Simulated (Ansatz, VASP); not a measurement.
One calculation of WSe2, two programs

```
W Se
1.0
     0.00000    3.08215    3.08215
     3.08215    0.00000    3.08215
     3.08215    3.08215    0.00000
W Se
1 2
Direct
  0.00000 0.00000 0.00000
  0.25000 0.25000 0.25000
  0.75000 0.75000 0.75000
```

Alike in both runs: task single point; functional r2SCAN; dispersion rVV10; k mesh 8 × 8 × 8; occupations fermi-dirac, width 0.03 eV; no spin polarisation.

```csv
,VASP,Ansatz
version,VASP 6.6.1,Ansatz 0.2.0
potentials or method,"VASP PAW PBE potentials, release 64 (W_sv, Se)","plane waves, PAW"
plane-wave cutoff (eV),520,500
valence electrons in the cell,26,46
```

Ansatz gave:

- pressure (GPa): -1.0

Question: Which values does VASP return?

Answer: Pressure (GPa): -0.4.

VASP's potentials were made for PBE, not for r2SCAN. VASP's potentials hold 26 valence electrons a cell and Ansatz's 46, so a difference there can come from the potentials and not from the codes.

Neither program's run includes spin-orbit coupling.
